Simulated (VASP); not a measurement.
# MgO (I4mm) in VASP: further runs

The runs below take MgO through single point, with r2SCAN.

Program: VASP 6.6.1. These are calculated values, not measurements. Logs are shortened: lines on timing, memory, paths and dates and some standing lists are left out, and cuts for length are marked.

**1. The cell of the first run**

The structure is tetragonal, space group I4mm (No. 107). Conventional cell: a = 3.020 Å, b = 3.020 Å, c = 4.270 Å, α = 90.00°, β = 90.00°, γ = 90.00°. Mg (site symmetry 4mm) has 5 O at 1.82 to 2.16 Å within 2.4 Å. Within 2.4 Å of O (site symmetry 4mm) lie 5 Mg at 1.82 to 2.16 Å.

**2. Single point, r2SCAN (all Mg atoms moved +0.312 Å, as atom 1 along Cartesian [0 1 0])**

The input, POSCAR:

```
MgO
1.0
    0.0000000000      2.1351500000      2.1351500000
    2.1351500000      0.0000000000      2.1351500000
    2.1351500000      2.1351500000      0.0000000000
Mg O
1 1
Direct
    0.0731798703     -0.0731798703      0.0731798703
    0.5000000000      0.5000000000      0.5000000000
```

The input, INCAR.step1:

```
SYSTEM = MgO
PREC = Accurate
ENCUT = 520
ISMEAR = 0
SIGMA = 0.05
LREAL = .False.
LASPH = .True.
NELM = 80
NBANDS = 11
GGA = PE
ALGO = Normal
EDIFF = 1E-4
LWAVE = .True.
LCHARG = .False.
```

The input, INCAR.step2:

```
SYSTEM = MgO
PREC = Accurate
ENCUT = 520
EDIFF = 1E-7
ISMEAR = 0
SIGMA = 0.05
LREAL = .False.
LASPH = .True.
NELM = 80
ALGO = Normal
ISIF = 2
LWAVE = .False.
LCHARG = .False.
METAGGA = R2SCAN
LMIXTAU = .True.
NBANDS = 11
ISTART = 1
```

The input, KPOINTS:

```
Automatic mesh
0
Gamma
  10 10 10
  0 0 0
```

Potentials or basis: VASP PAW PBE potentials, release 64 (Mg, O).

Run with:

```
cat potpaw_PBE.64/Mg/POTCAR potpaw_PBE.64/O/POTCAR > POTCAR
cp INCAR.step1 INCAR
mpirun -np 1 vasp_std > vasp.out
cp INCAR.step2 INCAR
mpirun -np 1 vasp_std > vasp.out
```

OUTCAR:

```text
SYSTEM = MgO
   PREC = Accurate
   ENCUT = 520
   EDIFF = 1E-7
   ISMEAR = 0
   LREAL = .False.
   LASPH = .True.
   NELM = 80
   ISIF = 2
   METAGGA = R2SCAN
   ISTART = 1

 ion  position               nearest neighbor table
   1  0.073  0.927  0.073-   2 1.82   2 2.16   2 2.16   2 2.16   2 2.16   2 2.45
   2  0.500  0.500  0.500-   1 1.82   1 2.16   1 2.16   1 2.16   1 2.16   1 2.45

  LATTYP: Found a face centered cubic cell.
 ALAT       =     4.2703000000

  Lattice vectors:

 A1 = (   0.0000000000,   2.1351500000,   2.1351500000)
 A2 = (   2.1351500000,   0.0000000000,   2.1351500000)
 A3 = (   2.1351500000,   2.1351500000,   0.0000000000)

Analysis of symmetry for initial positions (statically):
=====================================================================
 Subroutine PRICEL returns:
 Original cell was already a primitive cell.

 Routine SETGRP: Setting up the symmetry group for a
 face centered cubic supercell.

 Subroutine GETGRP returns: Found  8 space group operations
 (whereof  8 operations were pure point group operations)
 out of a pool of 48 trial point group operations.

The static configuration has the point symmetry C_4v.

Analysis of symmetry for dynamics (positions and initial velocities):
=====================================================================
 Subroutine PRICEL returns:
 Original cell was already a primitive cell.

 Routine SETGRP: Setting up the symmetry group for a
 face centered cubic supercell.

 Subroutine GETGRP returns: Found  8 space group operations
 (whereof  8 operations were pure point group operations)
 out of a pool of 48 trial point group operations.

The dynamic configuration has the point symmetry C_4v.

 Subroutine INISYM returns: Found  8 space group operations
 (whereof  8 operations are pure point group operations),
 and found     1 'primitive' translations

----------------------------------------------------------------------------------------

                                     Primitive cell

  volume of cell :      19.4677

  direct lattice vectors                    reciprocal lattice vectors
     0.000000000  2.135150000  2.135150000    -0.234175585  0.234175585  0.234175585
     2.135150000  0.000000000  2.135150000     0.234175585 -0.234175585  0.234175585
     2.135150000  2.135150000  0.000000000     0.234175585  0.234175585 -0.234175585

  length of vectors
     3.019558088  3.019558088  3.019558088     0.405604011  0.405604011  0.405604011

  position of ions in fractional coordinates (direct lattice)
[... 88 lines left out ...]
   TEBEG  =    0.0;   TEEND  =   0.0 temperature during run
   PSTRESS=    0.0 pullay stress
   NELECT =       8.0000    total number of electrons
   NUPDOWN=      -1.0000    fix difference up-down
   EMIN   =  10.00;   EMAX   =-10.00  energy-range for DOS
   EFERMI =   0.00;   METHOD = LEGACY
   ISMEAR =     0;   SIGMA  =   0.05  broadening in eV -4-tet -1-fermi 0-gaus
   EFERMI_NEDOS =   21; number of points for ismear=-14 and -15
   IALGO  =     38    algorithm
   IMIX   =      4    mixing-type and parameters
     AMIX     =   0.40;   BMIX     =  1.00
     AMIX_MAG =   1.60;   BMIX_MAG =  1.00
  volume/ion in A,a.u.               =       9.73        65.69
  Fermi-wavevector in a.u.,A,eV,Ry     =   1.217119  2.300022 20.155386  1.481379
  Thomas-Fermi vector in A             =   2.352450
   LORBIT       =      0    0 simple, 1 ext, 2 COOP (PROOUT), +10 PAW based schemes
   METAGGA = R2SCAN    functional components
   LHFCALC =     F    Hartree Fock is set to
   AEXX    =    0.0000 exact exchange contribution
   IVDW    =     0    specifies the selected vdW correction
   LEPSILON=     F    determine dielectric tensor
   LRPA    =     F    only Hartree local field effects (RPA)
 non-spin polarized calculation
 Gauss-broadening in eV      SIGMA  =   0.05
  energy-cutoff  :      520.00
  volume of cell :       19.47
 maximum number of plane-waves:       544
   NGX = 11   NGY = 11   NGZ = 11

 number of electron       8.0000002 magnetization

 Free energy of the ion-electron system (eV)
  ---------------------------------------------------
  ext. energy  EPLUGINS =         0.00000000
  ---------------------------------------------------
  free energy    TOTEN  =       -15.82803192 eV

  energy without entropy =      -15.82803192  energy(sigma->0) =      -15.82803192

 E-fermi :   2.5993     XC(G=0): -11.3455

 val. band max:        2.3925295985   @ k =   0.0000   0.0000   0.0000
 cond. band min:       7.5637809096   @ k =   0.0000   0.0000   0.0000
 fundamental gap:      5.1712513111
 Fermi energy:         2.5992646947

 k-point     1 :       0.0000    0.0000    0.0000
  band No.  band energies     occupation
      1     -15.5651      2.00000
      2       2.2824      2.00000
      3       2.3925      2.00000
      4       2.3925      2.00000
      5       7.5638      0.00000
      6      19.2427      0.00000
      7      19.4132      0.00000
      8      19.4132      0.00000
      9      22.8516      0.00000
     10      24.8628      0.00000
     11      25.0977      0.00000
[... 309 lines left out ...]
 k-point    24 :       0.1000    0.0000   -0.1000
  band No.  band energies     occupation
      1     -15.3226      2.00000
      2       1.0362      2.00000
      3       2.0729      2.00000
      4       2.3034      2.00000
      5       9.0070      0.00000
      6      16.7641      0.00000
      7      19.5382      0.00000
      8      19.9449      0.00000
      9      22.6884      0.00000
     10      24.3087      0.00000
     11      26.4000      0.00000

 [... further k-points ...]

------------------------ aborting loop because EDIFF is reached ----------------------------------------

  FORCE on cell =-STRESS in cart. coord.  units (eV):
  Direction    XX          YY          ZZ          XY          YZ          ZX
  --------------------------------------------------------------------------------------
  -------------------------------------------------------------------------------------
  Total       -1.1725120      2.9656572     -1.1725120     -0.0000000      0.0000000      0.0000000
  in kB      -96.4967583    244.0711063    -96.4967583     -0.0000000      0.0000000      0.0000000
  external PRESSURE =      17.0258632 kB  Pullay stress =       0.0000000 kB

 VOLUME and BASIS-vectors are now :
 -----------------------------------------------------------------------------
  energy-cutoff  :      520.00
  volume of cell :       19.47
      direct lattice vectors                 reciprocal lattice vectors
     0.000000000  2.135150000  2.135150000    -0.234175585  0.234175585  0.234175585
     2.135150000  0.000000000  2.135150000     0.234175585 -0.234175585  0.234175585
     2.135150000  2.135150000  0.000000000     0.234175585  0.234175585 -0.234175585

 POSITION                                       TOTAL-FORCE (eV/Angst)
 -----------------------------------------------------------------------------------
      2.13515      0.31250      2.13515         0.000000     -2.576149      0.000000
      2.13515      2.13515      2.13515         0.000000      2.576149      0.000000
 -----------------------------------------------------------------------------------
    total drift:                                0.000001     -0.000689      0.000001

  FREE ENERGIE OF THE ION-ELECTRON SYSTEM (eV)
  ---------------------------------------------------
  free  energy   TOTEN  =       -15.8280319183 eV

  energy  without entropy=      -15.8280319183  energy(sigma->0) =      -15.82803192
```

OUTCAR.step1:

```text
SYSTEM = MgO
   PREC = Accurate
   ENCUT = 520
   ISMEAR = 0
   LREAL = .False.
   LASPH = .True.
[... 557 lines left out ...]
      2.13515      0.31250      2.13515         0.000000     -2.565741      0.000000
      2.13515      2.13515      2.13515         0.000000      2.565741      0.000000
 -----------------------------------------------------------------------------------
    total drift:                                0.000000      0.000015      0.000000

  FREE ENERGIE OF THE ION-ELECTRON SYSTEM (eV)
  ---------------------------------------------------
  free  energy   TOTEN  =       -11.6019766170 eV

  energy  without entropy=      -11.6019766170  energy(sigma->0) =      -11.60197662
```

Run time: 30 s. Hardware: 1 thread of Intel Xeon 6975P-C (Granite Rapids), shared host; peak memory 0.15 GiB.

Results:

```
Free energy            : -15.8280 eV
Pressure               : 1.7 GPa
Largest force          : 2.576 eV/Å
Band gap on the k mesh : 5.17 eV, direct
```

Forces in eV/Å, atoms in the order of the input:
```
Mg   0.000 -2.576  0.000
O    0.000  2.576  0.000
```

Levels at points of the mesh, in eV from the valence-band top:
| k point | band 1 | band 2 | band 3 | band 4 | band 5 | band 6 | band 7 | band 8 | band 9 |
| --- | --- | --- | --- | --- | --- | --- | --- | --- | --- |
| (0.00, 0.00, 0.00) | -17.96 | -0.11 | 0.00 | 0.00 | 5.17 | 16.85 | 17.02 | 17.02 | 20.46 |
| (0.50, 0.00, 0.00) | -16.84 | -4.35 | -0.60 | -0.55 | 8.60 | 12.98 | 16.98 | 17.28 | 21.46 |
| (0.50, 0.50, 0.00) | -16.59 | -3.86 | -1.34 | -1.27 | 10.23 | 10.30 | 13.94 | 19.64 | 20.28 |
| (0.50, 0.00, 0.50) | -16.61 | -3.75 | -1.25 | -1.25 | 10.06 | 10.09 | 13.91 | 19.87 | 19.87 |

Caveat: the cell differs from its parent crystal (all Mg atoms moved +0.312 Å, as atom 1 along Cartesian [0 1 0]); the PAW data sets were made with another functional, which shifts forces and pressure a little.

**3. Single point, r2SCAN (all Mg atoms moved +0.188 Å, as atom 1 along Cartesian [0 1 0])**

POSCAR, as its differences from that of step 2:

```diff
@@ -8,3 +8,3 @@
 Direct
-    0.0731798703     -0.0731798703      0.0731798703
+    0.0439079222     -0.0439079222      0.0439079222
     0.5000000000      0.5000000000      0.5000000000
```

The input, INCAR.step1:

```
PREC = Accurate ; ENCUT = 520
ISMEAR = 0 ; SIGMA = 0.05
LREAL = F ; LASPH = T
NELM = 100 ; NBANDS = 11
GGA = PE ; ALGO = Normal
EDIFF = 1E-4 ; LWAVE = T
LCHARG = F
```

The input, INCAR.step2:

```
PREC = Accurate ; ENCUT = 520
EDIFF = 1E-6 ; ISMEAR = 0
SIGMA = 0.05 ; LREAL = F
LASPH = T ; NELM = 100
ALGO = Normal ; ISIF = 2
LWAVE = F ; LCHARG = F
METAGGA = R2SCAN ; LMIXTAU = T
NBANDS = 11 ; ISTART = 1
```

The input, KPOINTS:

```
regular mesh
0
Gamma
  10 10 10
```

Potentials or basis: VASP PAW PBE potentials, release 64 (Mg, O).

Run with:

```
cat potpaw_PBE.64/Mg/POTCAR potpaw_PBE.64/O/POTCAR > POTCAR
cp INCAR.step1 INCAR
mpirun -np 1 vasp_std > vasp.out
cp INCAR.step2 INCAR
mpirun -np 1 vasp_std > vasp.out
```

It took 24 s on 1 thread of Intel Xeon 6975P-C (Granite Rapids), shared host; peak memory 0.16 GiB.

The run converged. Its results:

```yaml
Free_energy: -16.0459 eV
Pressure: -5.0 GPa
Largest_force: 1.079 eV/Å
Band_gap_on_the_k_mesh: 5.19 eV, direct
```

Forces on the atoms (eV/Å):
```
Mg   0.000 -1.079  0.000
O    0.000  1.079  0.000
```

Stress tensor (GPa, compression positive):
```
-8.76  0.00  0.00
 0.00  2.64  0.00
 0.00  0.00 -8.76
```

Levels at points of the mesh, in eV from the valence-band top:
```
           k point  band 1  band 2  band 3  band 4  band 5  band 6  band 7  band 8  band 9
(0.00, 0.00, 0.00)  -17.98   -0.05    0.00    0.00    5.19   16.68   16.74   16.74   20.56
(0.50, 0.00, 0.00)  -16.85   -4.40   -0.62   -0.60    8.55   13.18   16.98   17.12   21.64
(0.50, 0.50, 0.00)  -16.61   -3.91   -1.33   -1.31   10.09   10.45   13.87   19.69   19.96
(0.50, 0.00, 0.50)  -16.61   -3.87   -1.29   -1.29   10.00   10.39   13.88   19.78   19.78
```

Caveat: the cell differs from its parent crystal (all Mg atoms moved +0.188 Å, as atom 1 along Cartesian [0 1 0]); the PAW data sets were made with another functional, which shifts forces and pressure a little.
